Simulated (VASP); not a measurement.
# Pr (Cmcm) in VASP: electric field gradients with PBEsol

Aim: the electric field gradients of Pr with PBEsol.

Program: VASP 6.6.1. These are calculated values, not measurements. Logs are shortened: lines on timing, memory, paths and dates and some standing lists are left out, and cuts for length are marked.

## Step 1: The cell of the first run

Symmetry: Cmcm, No. 63, orthorhombic system. The conventional cell has a = 3.746 Å, b = 6.636 Å, c = 5.946 Å, α = 90.00°, β = 90.00°, γ = 90.00°. Pr (site symmetry m2m) has 12 Pr at 3.60 to 3.81 Å within 4.7 Å.

## Step 2: Electric field gradients, PBEsol, collinear spin, ferromagnetic start

INCAR

```
SYSTEM = Pr
  ALGO = Normal
  EDIFF = 1E-8
  ENCUT = 520
  GGA = PS
  ISIF = 2
  ISMEAR = -1
  ISPIN = 2
  LASPH = .True.
  LCHARG = .False.
  LEFG = .True.
  LMAXMIX = 6
  LORBIT = 11
  LREAL = .False.
  LWAVE = .False.
  MAGMOM = 2 2
  NBANDS = 24
  NELM = 150
  PREC = Accurate
  SIGMA = 0.08
```

KPOINTS

```
k-points
0
Gamma
  11 11 6
  0 0 0
```

POSCAR

```
Pr
1.0
    1.8728912700     -3.3182408000      0.0000000000
    1.8728912700      3.3182408000      0.0000000000
    0.0000000000      0.0000000000      5.9457215400
Pr
2
Direct
    0.8464667300      0.1535332700      0.2500000000
    0.1535332700      0.8464667300      0.7500000000
```

Potentials or basis: VASP PAW PBE potentials, release 64 (Pr).

Started as:

```sh
$ cat potpaw_PBE.64/Pr/POTCAR > POTCAR
$ mpirun -np 1 vasp_std > vasp.out
```

OUTCAR:

```text
SYSTEM = Pr
   EDIFF = 1E-8
   ENCUT = 520
   GGA = PS
   ISIF = 2
   ISMEAR = -1
   ISPIN = 2
   LASPH = .True.
   LORBIT = 11
   LREAL = .False.
   NELM = 150
   PREC = Accurate

 ion  position               nearest neighbor table
   1  0.846  0.154  0.250-
   2  0.154  0.846  0.750-

  LATTYP: Found a base centered orthorhombic cell.
 ALAT       =     3.7457825400
 B/A-ratio  =     1.7717210033
 C/A-ratio  =     1.5873109228

  Lattice vectors:

 A1 = (   1.8728912700,  -3.3182408000,   0.0000000000)
 A2 = (   1.8728912700,   3.3182408000,   0.0000000000)
 A3 = (   0.0000000000,   0.0000000000,   5.9457215400)

Analysis of symmetry for initial positions (statically):
=====================================================================
 Subroutine PRICEL returns:
 Original cell was already a primitive cell.

 Routine SETGRP: Setting up the symmetry group for a
 base centered orthorhombic supercell.

 Subroutine GETGRP returns: Found  8 space group operations
 (whereof  4 operations were pure point group operations)
 out of a pool of  8 trial point group operations.

The static configuration has the point symmetry C_2h.
 The point group associated with its full space group is D_2h.

Analysis of symmetry for dynamics (positions and initial velocities):
=====================================================================
 Subroutine PRICEL returns:
 Original cell was already a primitive cell.

 Routine SETGRP: Setting up the symmetry group for a
 base centered orthorhombic supercell.

 Subroutine GETGRP returns: Found  8 space group operations
 (whereof  4 operations were pure point group operations)
 out of a pool of  8 trial point group operations.

The dynamic configuration has the point symmetry C_2h.
 The point group associated with its full space group is D_2h.

Analysis of structural, dynamic, and magnetic symmetry:
=====================================================================
 Subroutine PRICEL returns:
 Original cell was already a primitive cell.

 Routine SETGRP: Setting up the symmetry group for a
 base centered orthorhombic supercell.

 Subroutine GETGRP returns: Found  8 space group operations
 (whereof  4 operations were pure point group operations)
 out of a pool of  8 trial point group operations.

The overall configuration has the point symmetry C_2h.
 The point group associated with its full space group is D_2h.

 Subroutine INISYM returns: Found  8 space group operations
 (whereof  4 operations are pure point group operations),
 and found     1 'primitive' translations

----------------------------------------------------------------------------------------

                                     Primitive cell

  volume of cell :      73.9018

  direct lattice vectors                    reciprocal lattice vectors
     1.872891270 -3.318240800  0.000000000     0.266966913 -0.150682253  0.000000000
     1.872891270  3.318240800  0.000000000     0.266966913  0.150682253  0.000000000
     0.000000000  0.000000000  5.945721540     0.000000000  0.000000000  0.168188166

  length of vectors
     3.810307562  3.810307562  5.945721540     0.306555825  0.306555825  0.168188166

  position of ions in fractional coordinates (direct lattice)
     0.846466730  0.153533270  0.250000000
     0.153533270  0.846466730  0.750000000

  ion indices of the primitive-cell ions
   primitive index   ion index
                 1           1
                 2           2

----------------------------------------------------------------------------------------

 KPOINTS: k-points

Automatic generation of k-mesh.
 Grid dimensions read from file:
 generate k-points for:   11   11    6

 Generating k-lattice:
[... 62 lines left out ...]
   EDIFF  = 0.1E-07   stopping-criterion for ELM
   LREAL  =      F    real-space projection
   EDIFFG = 0.1E-06   stopping-criterion for IOM
   NSW    =      0    number of steps for IOM
   IBRION =     -1    ionic relax: 0-MD 1-quasi-New 2-CG
   NFREE  =      0    steps in history (QN), initial steepest desc. (CG)
   ISIF   =      2    stress and relaxation
   ISYM   =      2    0-nonsym 1-usesym 2-fastsym
   POTIM  = 0.5000    time-step for ionic-motion
   TEBEG  =    0.0;   TEEND  =   0.0 temperature during run
   PSTRESS=    0.0 pullay stress
   NELECT =      26.0000    total number of electrons
   NUPDOWN=      -1.0000    fix difference up-down
   EMIN   =  10.00;   EMAX   =-10.00  energy-range for DOS
   EFERMI =   0.00;   METHOD = LEGACY
   ISMEAR =    -1;   SIGMA  =   0.08  broadening in eV -4-tet -1-fermi 0-gaus
   EFERMI_NEDOS =   21; number of points for ismear=-14 and -15
   IALGO  =     38    algorithm
   IMIX   =      4    mixing-type and parameters
     AMIX     =   0.40;   BMIX     =  1.00
     AMIX_MAG =   1.60;   BMIX_MAG =  1.00
  volume/ion in A,a.u.               =      36.95       249.36
  Fermi-wavevector in a.u.,A,eV,Ry     =   1.155707  2.183969 18.172728  1.335658
  Thomas-Fermi vector in A             =   2.292333
   LORBIT       =     11    0 simple, 1 ext, 2 COOP (PROOUT), +10 PAW based schemes
   GGA     = PS    functional components
   LHFCALC =     F    Hartree Fock is set to
   AEXX    =    0.0000 exact exchange contribution
   IVDW    =     0    specifies the selected vdW correction
   LEPSILON=     F    determine dielectric tensor
   LRPA    =     F    only Hartree local field effects (RPA)
 spin polarized calculation
  energy-cutoff  :      520.00
  volume of cell :       73.90
 maximum number of plane-waves:      2015
   NGX = 15   NGY = 15   NGZ = 23

 number of electron      26.0000001 magnetization       5.6535617

 Free energy of the ion-electron system (eV)
  ---------------------------------------------------
  ext. energy  EPLUGINS =         0.00000000
  ---------------------------------------------------
  free energy    TOTEN  =       -11.64329057 eV

  energy without entropy =      -11.19940439  energy(sigma->0) =      -11.42134748

 E-fermi :   5.4093     XC(G=0):  -9.7648

 val. band max:        5.4092444654   @ k =   0.4545  -0.0000   0.3333
 cond. band min:       5.4096936318   @ k =  -0.2727   0.1818   0.5000
 fundamental gap:      0.0004491665
 Fermi energy:         5.4093066042

 spin component 1

 k-point     1 :       0.0000    0.0000    0.0000
  band No.  band energies     occupation
      1     -30.7561      1.00000
      2     -30.6079      1.00000
      3     -13.3137      1.00000
      4     -12.4354      1.00000
      5     -12.3538      1.00000
      6     -12.2393      1.00000
[... 637 lines left out ...]
     23       5.7299      0.01786
     24       5.7500      0.01395

 [... further k-points ...]

 spin component 2

 k-point     1 :       0.0000    0.0000    0.0000
  band No.  band energies     occupation
      1     -29.6218      1.00000
      2     -29.4655      1.00000
      3     -12.4207      1.00000
      4     -11.5076      1.00000
      5     -11.4227      1.00000
      6     -11.3052      1.00000
[... 637 lines left out ...]
     23       7.2168      0.00000
     24       7.2222      0.00000

 [... further k-points ...]

------------------------ aborting loop because EDIFF is reached ----------------------------------------

  FORCE on cell =-STRESS in cart. coord.  units (eV):
  Direction    XX          YY          ZZ          XY          YZ          ZX
  --------------------------------------------------------------------------------------
  -------------------------------------------------------------------------------------
  Total       -2.3218083     -2.2743262     -1.9394793      0.0000000      0.0000000      0.0000000
  in kB      -50.3363736    -49.3069702    -42.0475516      0.0000000      0.0000000      0.0000000
  external PRESSURE =     -47.2302985 kB  Pullay stress =       0.0000000 kB

 VOLUME and BASIS-vectors are now :
 -----------------------------------------------------------------------------
  energy-cutoff  :      520.00
  volume of cell :       73.90
      direct lattice vectors                 reciprocal lattice vectors
     1.872891270 -3.318240800  0.000000000     0.266966913 -0.150682253  0.000000000
     1.872891270  3.318240800  0.000000000     0.266966913  0.150682253  0.000000000
     0.000000000  0.000000000  5.945721540     0.000000000  0.000000000  0.168188166

 POSITION                                       TOTAL-FORCE (eV/Angst)
 -----------------------------------------------------------------------------------
      1.87289     -2.29932      1.48643         0.000000      0.031219     -0.000000
      1.87289      2.29932      4.45929         0.000000     -0.031219      0.000000
 -----------------------------------------------------------------------------------
    total drift:                                0.000000      0.000000     -0.000000

  FREE ENERGIE OF THE ION-ELECTRON SYSTEM (eV)
  ---------------------------------------------------
  free  energy   TOTEN  =       -11.6432905690 eV

  energy  without entropy=      -11.1994043908  energy(sigma->0) =      -11.42134748

 Electric field gradients (V/A^2)
---------------------------------------------------------------------
 ion       V_xx      V_yy      V_zz      V_xy      V_xz      V_yz
---------------------------------------------------------------------
   1     -12.424    -8.911    21.334     0.000    -0.000     0.000
   2     -12.424    -8.911    21.334    -0.000    -0.000     0.000
---------------------------------------------------------------------

 Electric field gradients after diagonalization (V/A^2)
 (convention: |V_zz| > |V_xx| > |V_yy|)
----------------------------------------------------------------------
 ion       V_xx      V_yy      V_zz     asymmetry (V_yy - V_xx)/ V_zz
----------------------------------------------------------------------
   1     -12.424    -8.911    21.334       0.165
   2     -12.424    -8.911    21.334       0.165
----------------------------------------------------------------------

           NMR quadrupolar parameters

 Cq : quadrupolar parameter    Cq=e*Q*V_zz/h
 eta: asymmetry parameters     (V_yy - V_xx)/ V_zz
 Q  : nuclear electric quadrupole moment in mb (millibarn)
----------------------------------------------------------------------
 ion       Cq(MHz)       eta       Q (mb)
----------------------------------------------------------------------
   1       0.052       0.165       1.000
   2       0.052       0.165       1.000
----------------------------------------------------------------------

 total charge

# of ion       s       p       d       f       tot
--------------------------------------------------
    1        1.989   5.267   0.540   2.164   9.961
    2        1.989   5.267   0.540   2.164   9.961
--------------------------------------------------
tot          3.979  10.535   1.080   4.328  19.921

 magnetization (x)

# of ion       s       p       d       f       tot
--------------------------------------------------
    1       -0.006  -0.017   0.149   2.121   2.247
    2       -0.006  -0.017   0.149   2.121   2.247
--------------------------------------------------
tot         -0.012  -0.034   0.297   4.242   4.494
```

Wall time 15 min (1 thread of Intel Xeon 6975P-C (Granite Rapids), shared host); peak memory 0.52 GiB.

Results:

```yaml
Free_energy: -11.6433 eV
Pressure: -4.7 GPa
Largest_force: 0.031 eV/Å
Net_moment: 5.65 μB per cell
Site_moments: Pr +2.25 μB
Largest_electric_field_gradient_by_atom: Pr +21.3 V/Å²
Valence_electrons_inside_the_program's_atomic_spheres: Pr 9.96
```

Forces in eV/Å, atoms in the order of the input:
```
Pr   0.000  0.031  0.000
Pr   0.000 -0.031  0.000
```

Stress tensor (GPa, compression positive):
```
-5.03  0.00  0.00
 0.00 -4.93  0.00
 0.00  0.00 -4.20
```

Electric field gradients, principal values (V/Å²):
| atom | least | middle | greatest (by size) |
| --- | --- | --- | --- |
| 1 Pr | -8.911 | -12.424 | 21.334 |
| 2 Pr | -8.911 | -12.424 | 21.334 |

Caveat: the magnetic or orbital state may not be the lowest; the cell stands under tension; without QUAD_EFG the Cq values of the log hold for a quadrupole moment of 1 mb, not for the nuclei; the PAW data sets were made with another functional, which shifts forces and pressure a little; spin-orbit coupling is left out, which moves the levels of the heavy elements; semilocal functionals describe open f shells poorly, which spoils levels, moments and volumes. The state reached can hang on the start; a lower one may exist.
